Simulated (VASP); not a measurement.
Here is a VASP 6.6.1 calculation.

Contents of INCAR:

```
ALGO     = Normal         # electronic algorithm
EDIFF    = 1E-8           # SCF threshold, eV
ENCUT    = 520            # plane-wave cutoff, eV
GGA      = PE             # functional
ISIF     = 2              # what is computed and relaxed
ISMEAR   = -1             # smearing method
LASPH    = True           # aspherical terms in the spheres
LCHARG   = False          # write CHGCAR
LEFG     = True         
LREAL    = False          # projectors in reciprocal space
LWAVE    = False          # write WAVECAR
NBANDS   = 12             # bands
NELM     = 100            # most SCF steps
PREC     = Accurate       # precision mode
SIGMA    = 0.08           # smearing width, eV
```

The input KPOINTS:

```
k-points
0
Gamma
  13 13 13
```

POSCAR

```
Nb
1.0
   -0.0211500000      2.1044250000      2.1044250000
    2.1044250000     -0.0211500000      2.1044250000
    2.1044250000      2.1044250000     -0.0211500000
Nb
1
Direct
    0.0000000000      0.0000000000      0.0000000000
```

Potentials or basis: VASP PAW PBE potentials, release 64 (Nb_sv).

Run with:

```console
$ cat potpaw_PBE.64/Nb_sv/POTCAR > POTCAR
$ mpirun -np 1 vasp_std > vasp.out
```

Q: Predict the band gap on the k mesh.

A: Zero (an odd number of electrons rules out a gap without spin polarisation).

Q: Estimate the pressure.

A: -1.4 GPa.

Stress tensor (GPa, compression positive):
```
-1.44 -0.37 -0.37
-0.37 -1.44 -0.37
-0.37 -0.37 -1.44
```

Caveat: the cell differs from its parent crystal (equal xy, yz and zx shear strains of -1 %); without QUAD_EFG the Cq values of the log hold for a quadrupole moment of 1 mb, not for the nuclei.
